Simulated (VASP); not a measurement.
# MgAl16N16 (a cell with a defect) in VASP: a series of runs, part 2 of 2

VASP 6.6.1.

## 3. Single point, PBE

Contents of INCAR:

```
SYSTEM = MgAl16N16
PREC     = Accurate       ! precision mode
ENCUT    = 520            ! plane-wave cutoff, eV
EDIFF    = 1E-6           ! SCF threshold, eV
ISMEAR   = -1             ! smearing method
SIGMA    = 0.01           ! smearing width, eV
LREAL    = Auto         
LASPH    = .True.         ! aspherical terms in the spheres
NELM     = 120            ! most SCF steps
ALGO     = Normal         ! electronic algorithm
ISIF     = 2              ! what is computed and relaxed
LWAVE    = .False.        ! write WAVECAR
LCHARG   = .False.        ! write CHGCAR
GGA      = PE             ! functional
NELECT   = 128.0        
NBANDS   = 87             ! bands
GGA_COMPAT= .False.
```

Contents of KPOINTS:

```
Automatic mesh
0
Gamma
  1 1 1
  0 0 0
```

Contents of POSCAR:

```
MgAl16N16
1.0
    6.2595139365      0.0000000578      0.0000000000
   -3.1297570183      5.4208980555      0.0000000000
    0.0000000000      0.0000000000     10.0348064907
Al N Mg
16 16 1
Direct
    0.3588899046      0.1794595032      0.2330889905
    0.1753079501      0.3501770795      0.5116934634
    0.3325273523      0.1652442624      0.7518589791
    0.1657684804      0.3318112716      0.9987622966
    0.3329418344      0.6660440996      0.2524663089
    0.1740547003      0.8250348231      0.5113092092
    0.3332940395      0.6658371239      0.7586288180
    0.1656923774      0.8333651746      0.9989509653
    0.8199432889      0.1789098902      0.2318207676
    0.6665457850      0.3326319478      0.5016158425
    0.8338004144      0.1653226729      0.7520231031
    0.6657768221      0.3330944307      0.9835270116
    0.8197112670      0.6402138173      0.2329713193
    0.6488696826      0.8236866865      0.5116855698
    0.8338755413      0.6666071500      0.7518829557
    0.6671531577      0.8332336585      0.9987553422
    0.3304232114      0.1667561596      0.4366177928
    0.1631793306      0.3239208823      0.1939934062
    0.3290328067      0.1658276029      0.9408014467
    0.1690003806      0.3335842137      0.6952076267
    0.3316467384      0.6673626519      0.4410396284
    0.1642685921      0.8349854720      0.1934066930
    0.3317226909      0.6671744596      0.9469005038
    0.1688277710      0.8302503424      0.6949830958
    0.8324013363      0.1662935023      0.4363196293
    0.6667800218      0.3321974560      0.1725202254
    0.8328815556      0.1661075069      0.9413510556
    0.6678687215      0.3312212653      0.6904150892
    0.8325681443      0.6687795811      0.4365847093
    0.6749914432      0.8356592278      0.1939966782
    0.8330549348      0.6698945993      0.9408369781
    0.6654874988      0.8300697923      0.6952050054
   -0.0016069801      0.0006249816      0.3505391283
```

Potentials or basis: VASP PAW PBE potentials, release 64 (Al, N, Mg).

Command:

```
$ cat potpaw_PBE.64/Al/POTCAR potpaw_PBE.64/N/POTCAR potpaw_PBE.64/Mg/POTCAR > POTCAR
$ mpirun -np 1 vasp_gam > vasp.out
```

OUTCAR:

```text
SYSTEM = MgAl16N16
   PREC = Accurate
   ENCUT = 520
   EDIFF = 1E-6
   ISMEAR = -1
   LREAL = Auto
   LASPH = .True.
   NELM = 120
   ISIF = 2
   GGA = PE
   NELECT = 128.0

 ion  position               nearest neighbor table
   1  0.359  0.179  0.233-  26 1.78  18 1.89  22 1.91  17 2.05  33 2.28  13 2.88   9 2.89  12 3.01
                             4 3.01   8 3.01   5 3.14   5 3.14  10 3.17
   2  0.175  0.350  0.512-  20 1.84  21 1.86  17 1.99  25 2.01  33 2.49  14 2.96   6 2.98   7 3.01
                            11 3.04   3 3.04   5 3.11  10 3.13  10 3.13   6 3.28  14 3.30
   3  0.333  0.165  0.752-  20 1.89  19 1.90  24 1.90  28 1.92  12 2.94   6 3.04   2 3.04   8 3.06
                             4 3.07  10 3.10  15 3.12  11 3.12   7 3.13   7 3.13  11 3.14  15 3.14
[... 362 lines left out ...]
  external PRESSURE =     -27.4785134 kB  Pullay stress =       0.0000000 kB

 VOLUME and BASIS-vectors are now :
 -----------------------------------------------------------------------------
  energy-cutoff  :      520.00
  volume of cell :      340.50
      direct lattice vectors                 reciprocal lattice vectors
     6.259513937  0.000000058  0.000000000     0.159756813  0.092235641  0.000000000
    -3.129757018  5.420898056  0.000000000    -0.000000002  0.184471278  0.000000000
     0.000000000  0.000000000 10.034806491     0.000000000  0.000000000  0.099653142

 POSITION                                       TOTAL-FORCE (eV/Angst)
 -----------------------------------------------------------------------------------
      1.68481      0.97283      2.33900        -0.146850     -0.296468     -0.431284
      0.00137      1.89827      5.13474        -0.098135      0.048402     -0.472642
      1.56429      0.89577      7.54476         0.107542     -0.065862     -0.411292
     -0.00086      1.79872     10.02239        -0.131500      0.042568     -0.376169
     -0.00050      3.61056      2.53345         0.080279     -0.047000     -0.440231
     -1.49266      4.47243      5.13089        -0.019453      0.015205     -0.418071
[... 25 lines left out ...]
      1.56771      4.49972      6.97625        -0.169940      0.116236      0.525498
      6.24750      0.00339      3.51759         0.054731     -0.027440      0.221434
 -----------------------------------------------------------------------------------
    total drift:                                0.000253     -0.000547     -0.009802

  FREE ENERGIE OF THE ION-ELECTRON SYSTEM (eV)
  ---------------------------------------------------
  free  energy   TOTEN  =      -242.3524824563 eV

  energy  without entropy=     -242.3524824563  energy(sigma->0) =     -242.35248246
```

OSZICAR:

```text
N       E                     dE             d eps       ncg     rms          rms(c)
DAV:   1     0.895222064677E+03    0.89522E+03   -0.68515E+04   174   0.141E+03
DAV:   2    -0.187208510846E+03   -0.10824E+04   -0.10071E+04   252   0.310E+02
DAV:   3    -0.280682873140E+03   -0.93474E+02   -0.92503E+02   204   0.976E+01
DAV:   4    -0.282392019623E+03   -0.17091E+01   -0.17042E+01   212   0.148E+01
DAV:   5    -0.282419979311E+03   -0.27960E-01   -0.27949E-01   204   0.191E+00    0.351E+01
DAV:   6    -0.242266998803E+03    0.40153E+02   -0.16298E+02   204   0.353E+01    0.123E+01
DAV:   7    -0.242419499280E+03   -0.15250E+00   -0.87649E+00   196   0.746E+00    0.876E+00
DAV:   8    -0.242402299093E+03    0.17200E-01   -0.10214E+00   181   0.381E+00    0.156E+00
DAV:   9    -0.242347809979E+03    0.54489E-01   -0.30073E-01   196   0.159E+00    0.782E-01
DAV:  10    -0.242350068503E+03   -0.22585E-02   -0.22079E-02   188   0.498E-01    0.347E-01
DAV:  11    -0.242351919567E+03   -0.18511E-02   -0.28833E-03   196   0.214E-01    0.133E-01
DAV:  12    -0.242352466997E+03   -0.54743E-03   -0.10748E-03   196   0.116E-01    0.768E-02
DAV:  13    -0.242352475168E+03   -0.81714E-05   -0.25103E-04   196   0.557E-02    0.312E-02
DAV:  14    -0.242352478646E+03   -0.34776E-05   -0.28638E-05   188   0.212E-02    0.255E-02
DAV:  15    -0.242352480380E+03   -0.17346E-05   -0.16388E-05   196   0.134E-02    0.145E-02
DAV:  16    -0.242352482137E+03   -0.17571E-05   -0.31295E-06   156   0.624E-03    0.422E-03
DAV:  17    -0.242352482456E+03   -0.31881E-06   -0.21240E-06   156   0.506E-03
   1 F= -.24235248E+03 E0= -.24235248E+03  d E =-.535575E-13
```

stdout:

```text
POSCAR found type information on POSCAR AlN Mg
 POSCAR found :  3 types and      33 ions
 scaLAPACK will be used
 LDA part: xc-table for (Slater+PW92), standard interpolation
 POSCAR, INCAR and KPOINTS ok, starting setup
 FFT: planning ... GRIDC
 FFT: planning ... GRID_SOFT
 FFT: planning ... GRID
 WAVECAR not read
 entering main loop
 the old and the new charge density differ
 old charge density:   130.00000 new  128.00000
    0.351E+01
```

Wall time 2.2 min (1 thread of Intel Xeon 8259CL, shared host); peak memory 0.42 GiB.

Results:

- Free energy: -242.3525 eV
- Largest force: 0.696 eV/Å

Forces in eV/Å, atoms in the order of the input:
```
Al  -0.147 -0.296 -0.431
Al  -0.098  0.048 -0.473
Al   0.108 -0.066 -0.411
Al  -0.132  0.043 -0.376
Al   0.080 -0.047 -0.440
Al  -0.019  0.015 -0.418
Al   0.106 -0.066 -0.490
Al  -0.148  0.078 -0.399
Al   0.379 -0.214 -0.361
Al  -0.080  0.043 -0.287
Al   0.105 -0.064 -0.404
Al  -0.128  0.079 -0.349
Al   0.187  0.273 -0.430
Al  -0.094  0.060 -0.471
Al   0.106 -0.067 -0.407
Al  -0.104  0.087 -0.376
N   -0.140 -0.196  0.139
N   -0.156  0.120  0.421
N    0.253 -0.060  0.401
N   -0.186  0.091  0.525
N    0.173 -0.101  0.667
N   -0.213  0.116  0.514
N    0.203 -0.112  0.589
N   -0.180  0.106  0.532
N    0.391 -0.215  0.123
N   -0.229  0.138  0.093
N    0.142 -0.083  0.374
N   -0.168  0.100  0.440
N    0.096  0.206  0.143
N   -0.181  0.082  0.416
N    0.188 -0.185  0.402
N   -0.170  0.116  0.525
Mg   0.055 -0.027  0.221
```

Caveat: the k points lie up to 1.16 Å⁻¹ apart; the cell carries a net charge on a neutralising background, which shifts energy and pressure; the cell is charged against a uniform background, so pressure and absolute levels hang on convention.
